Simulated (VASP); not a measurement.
Wanted: the native input for a VASP 6.6.1 run.

```
Task                   : single point
Functional             : PBE
Dispersion             : D3(BJ)
Potentials or basis    : VASP PAW PBE potentials, release 64 (Cu, H)
Cutoff                 : 520 eV
k mesh                 : 5 × 5 × 1
Occupations            : gaussian, width 0.1 eV
Spin                   : no spin polarisation
Dipole correction      : yes
Further INCAR settings : ALGO = Normal; EDIFF = 1e-06; NBANDS = 78
```

The structure of Cu12H lies in POSCAR:

```
Cu12H
1.0
    5.0378287988      0.0000000000      0.0000000000
    0.0000000000      5.0378287988      0.0000000000
    0.0000000000      0.0000000000     20.6622829064
Cu H
12 1
Direct
    0.2500000000      0.2500000000      0.1935894508
    0.2500000000      0.7500000000      0.1935894508
    0.7500000000      0.2500000000      0.1935894508
    0.7500000000      0.7500000000      0.1935894508
    0.0000000000      0.0000000000      0.2797919997
    0.0000000000      0.5000000000      0.2797919997
    0.5000000000      0.0000000000      0.2797919997
    0.5000000000      0.5000000000      0.2797919997
    0.2500000000      0.2500000000      0.3659945486
    0.2500000000      0.7500000000      0.3659945486
    0.7500000000      0.2500000000      0.3659945486
    0.7500000000      0.7500000000      0.3659945486
    0.4166666667      0.5000000000      0.5160263730
```

One way to write it, as run:

INCAR

```
PREC     = Accurate       # precision mode
ENCUT    = 520            # plane-wave cutoff, eV
EDIFF    = 1E-6           # SCF threshold, eV
ISMEAR   = 0              # smearing method
SIGMA    = 0.1            # smearing width, eV
LREAL    = False          # projectors in reciprocal space
LASPH    = True           # aspherical terms in the spheres
NELM     = 60             # most SCF steps
ALGO     = Normal         # electronic algorithm
ISIF     = 2              # what is computed and relaxed
LWAVE    = False          # write WAVECAR
LCHARG   = False          # write CHGCAR
LDIPOL   = True         
IDIPOL   = 3            
DIPOL    = 0.5 0.5 0.298
GGA      = PE             # functional
IVDW     = 12             # dispersion correction
NBANDS   = 78             # bands
```

KPOINTS

```
regular mesh
0
Gamma
  5 5 1
```

Potentials or basis: VASP PAW PBE potentials, release 64 (Cu, H).

Run with:

```sh
$ cat potpaw_PBE.64/Cu/POTCAR potpaw_PBE.64/H/POTCAR > POTCAR
$ mpirun -np 1 vasp_std > vasp.out
```

Results of the run:

The largest force is 0.833 eV/Å. The band gap on the k mesh is zero (an odd number of electrons rules out a gap without spin polarisation) and the dispersion energy per atom is -0.341 eV.

It took 21 min on 1 thread of Intel Xeon 8259CL, on a shared host, peak memory 0.72 GiB.
